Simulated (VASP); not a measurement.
## B4N3: relaxation of cell and atoms with PBE

B4N3:

```
B N
1.0
     4.04212    0.00000    0.00000
    -2.02106    3.50058    0.00000
     0.00000    0.00000    5.03238
B N
4 3
Direct
  0.49607 0.00000 0.50000
  0.00000 0.49607 0.50000
  0.50393 0.50393 0.50000
  0.00000 0.00000 0.50000
  0.33333 0.66667 0.50000
  0.66667 0.33333 0.50000
  0.00000 0.00000 0.00000
```

The cell was generated, and may not be a known phase.

| Property | Result |
| --- | --- |
| Program | VASP 6.6.1 |
| Task | relaxation of cell and atoms |
| Functional | PBE |
| Potentials or basis | VASP PAW PBE potentials, release 64 (B, N) |
| Cutoff | 600 eV |
| k mesh | 5 × 5 × 3 |
| Occupations | gaussian, width 0.2 eV |
| Spin | no spin polarisation |
| Dipole correction | no |
| Further INCAR settings | ALGO = Normal; EDIFF = 1e-07; IBRION = 2; EDIFFG = -0.08; NSW = 36; ISIF = 3 |

```json
{
  "Relaxed volume": "8.16 Å³/atom",
  "Relaxed cell": "a = 4.614 Å, b = 4.614 Å, c = 3.099 Å, α = 90.00°, β = 90.00°, γ = 120.00°",
  "Space group after relaxing (to 0.1 Å)": "P-62m (No. 189)",
  "Pressure after relaxing": "0.2 GPa",
  "Largest force after relaxing": "0.025 eV/Å",
  "Band gap on the k mesh": "zero (an odd number of electrons rules out a gap without spin polarisation)"
}
```

Forces on the atoms (eV/Å):
```
B    0.025  0.000  0.000
B   -0.012  0.022  0.000
B   -0.012 -0.022  0.000
B    0.000  0.000  0.000
N    0.000  0.000  0.000
N    0.000  0.000  0.000
N    0.000  0.000  0.000
```

Stress tensor (GPa, compression positive):
```
 0.52  0.00  0.00
 0.00  0.52  0.00
 0.00  0.00 -0.46
```

Final structure:
```
B N
1.0
     4.61386    0.00000    0.00000
    -2.30693    3.99572    0.00000
     0.00000    0.00000    3.09862
B N
4 3
Direct
  0.37063 0.00000 0.50000
  0.00000 0.37063 0.50000
  0.62937 0.62937 0.50000
  0.00000 0.00000 0.50000
  0.33333 0.66667 0.50000
  0.66667 0.33333 0.50000
  0.00000 0.00000 0.00000
```

Levels at points of the mesh, in eV from the Fermi level:
| k point | band 11 | band 12 | band 13 | band 14 | band 15 | band 16 |
| --- | --- | --- | --- | --- | --- | --- |
| (0.00, 0.00, 0.00) | -3.22 | -1.89 | -0.76 | 2.79 | 2.79 | 4.68 |

Wall time 2 min on 1 thread of Intel(R) Xeon(R) 6975P-C (Granite Rapids), with other jobs on the host, peak memory 0.19 GiB.

Caveat: the k points lie up to 0.68 Å⁻¹ apart in the final cell, too coarse for converged energies and pressures of a metal; the volume moved by over 15 % at a fixed basis, so the end points are rough.
